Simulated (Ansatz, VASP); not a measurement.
**AgCl in VASP and in Ansatz**

```
Ag Cl
1.0
     3.39559    0.06995    0.00000
     0.06995    3.39559    0.00000
     0.00000    0.00000    3.39559
Ag Cl
1 1
Cartesian
  0.0000 0.0000 0.0000
  1.7328 1.7328 1.6978
```

Change from the starting cell: shear_xy strain +4.1%.

Alike in both runs: task single point; functional PBE; k mesh 8 × 8 × 8; occupations fermi-dirac, width 0.02 eV; no spin polarisation.

|  | VASP | Ansatz |
| --- | --- | --- |
| version | VASP 6.6.1 | Ansatz 0.2.0 |
| potentials or method | VASP PAW PBE potentials, release 64 (Ag, Cl) | plane waves, PAW |
| plane-wave cutoff (eV) | 520 | 420 |
| valence electrons in the cell | 18 | 26 |

```csv
,VASP,Ansatz,Ansatz less VASP
pressure (GPa),1.5,1.7,+0.14
"traceless stress, the component that is largest in VASP (GPa)",0.44,0.43,-0.010
```

With one functional, cell and mesh, what is left measures potentials, basis and numerics. VASP's potentials hold 18 valence electrons a cell and Ansatz's 26, so a difference there can come from the potentials and not from the codes.
